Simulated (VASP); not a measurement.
NaTmI4:

```
CELL_PARAMETERS angstrom
6.20669 0.00000 0.00000
-3.10335 5.37515 0.00000
0.00000 0.00000 7.37616
ATOMIC_POSITIONS crystal
Na 0.00000 0.00000 0.50000
Tm 0.00000 0.00000 0.00000
I 0.33333 0.66667 0.00000
I 0.66667 0.33333 0.00000
I 0.33333 0.66667 0.50000
I 0.66667 0.33333 0.50000
```

The cell was built from a structure type or drawn by symmetry, and may not be a known phase.

```yaml
Program: VASP 6.6.1
Task: relaxation of cell and atoms
Functional: PBE
Potentials_or_basis: VASP PAW PBE potentials, release 64 (Na_pv, Tm_3, I), 4f in core
Cutoff: 500 eV
k_mesh: 3 × 3 × 4
Occupations: gaussian, width 0.1 eV
Spin: no spin polarisation
```

At the start: pressure -1.5 GPa; volume 41.01 Å³/atom.

Q: How do energy, volume and symmetry change on relaxing?

A: Over 9 steps the energy falls by 184.9 meV/atom and the volume is 45.86 Å³/atom (+11.8 %); space group P6/mmm (No. 191, to 0.1 Å) before and after.

The path:
| step | energy change (eV) | largest force (eV/Å) | pressure (GPa) | volume (Å³) |
| --- | --- | --- | --- | --- |
| 1 | 0.0000 | 0.0000 | -1.46 | 246.08 |
| 2 | -0.7192 | 0.0000 | 0.21 | 232.25 |
| 3 | -0.8375 | 0.0000 | 2.10 | 223.58 |
| 4 | -0.8423 | 0.0000 | 1.80 | 224.76 |
| 5 | -0.9942 | 0.0000 | 1.06 | 237.41 |
| 6 | -1.0802 | 0.0000 | 0.45 | 253.06 |
| 7 | -1.1057 | 0.0000 | -0.25 | 285.33 |
| 8 | -1.1090 | 0.0000 | -0.15 | 279.07 |
| 9 | -1.1097 | 0.0000 | -0.08 | 275.15 |

Final structure:
```yaml
crystal:
  lattice:
    - [5.84482, 0.00000, 0.00000]
    - [-2.92241, 5.06176, 0.00000]
    - [0.00000, 0.00000, 9.30021]
  atoms:
    - { symbol: Na, position: [0.00000, 0.00000, 0.50000] }
    - { symbol: Tm, position: [0.00000, 0.00000, 0.00000] }
    - { symbol: I, position: [0.33333, 0.66667, 0.00000] }
    - { symbol: I, position: [0.66667, 0.33333, 0.00000] }
    - { symbol: I, position: [0.33333, 0.66667, 0.50000] }
    - { symbol: I, position: [0.66667, 0.33333, 0.50000] }
```

Caveat: the k points lie up to 0.41 Å⁻¹ apart in the final cell, too coarse for converged energies and pressures of a metal; a cell axis changed by over 15 % at a fixed basis, so the end point is rough; the run has no spin polarisation, though such a crystal can be magnetic.
